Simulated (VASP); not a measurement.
# SnO2: single point with LDA

SnO2:

```xyz
6
Lattice="4.7223 0.0000 0.0000 0.0000 4.7223 0.0000 0.0000 0.0000 3.1905" Properties=species:S:1:pos:R:3 pbc="T T T"
Sn    0.0000    0.0000    0.0000
Sn    2.3611    2.3611    1.5952
O     1.4453    1.4453    0.0000
O     0.9158    3.8065    1.5952
O     3.2769    3.2769    0.0000
O     3.8065    0.9158    1.5952
```

| Quantity | Value |
| --- | --- |
| Program | VASP 6.6.1 |
| Task | single point |
| Functional | LDA |
| Potentials or basis | VASP PAW LDA potentials, release 64 (Sn_d, O) |
| Cutoff | 520 eV |
| k mesh | 8 × 8 × 12 |
| Occupations | gaussian, width 0.01 eV |
| Spin | no spin polarisation |

| Quantity | Value |
| --- | --- |
| Pressure | 1.1 GPa |
| Largest force | 0.021 eV/Å |
| Band gap on the k mesh | 1.20 eV |

Forces in eV/Å, atoms in the order of the input:
```
Sn   0.000  0.000  0.000
Sn   0.000  0.000  0.000
O   -0.015 -0.015  0.000
O    0.015 -0.015  0.000
O    0.015  0.015  0.000
O   -0.015  0.015  0.000
```

Stress tensor (GPa, compression positive):
```
0.93 0.00 0.00
0.00 0.93 0.00
0.00 0.00 1.39
```

Levels at points of the mesh, in eV from the valence-band top:
```csv
k point,band 23,band 24,band 25,band 26,band 27,band 28,band 29,band 30
"(0.00, 0.00, 0.00)",-1.28,-0.81,-0.81,0.00,1.20,5.96,6.08,6.08
"(0.50, 0.00, 0.00)",-1.24,-1.24,-0.65,-0.65,4.36,4.36,6.83,6.83
"(0.50, 0.50, 0.00)",-1.36,-1.36,-0.92,-0.92,4.74,4.74,7.32,7.32
"(0.00, 0.00, 0.50)",-1.73,-1.73,-1.29,-1.29,6.07,6.07,9.54,9.54
"(0.50, 0.00, 0.50)",-1.14,-1.14,-0.72,-0.72,6.36,6.36,7.90,7.90
"(0.50, 0.50, 0.50)",-0.99,-0.99,-0.85,-0.85,4.73,4.73,8.64,8.64
```

Run time: 2.7 min on 1 thread of Intel(R) Xeon(R) Platinum 8375C CPU @ 2.90GHz (Ice Lake), with other jobs on the host, peak memory 0.3 GiB.

Caveat: spin-orbit coupling is left out, which moves the levels of the heavy elements. As with any semilocal functional, this LDA gap is likely too small.
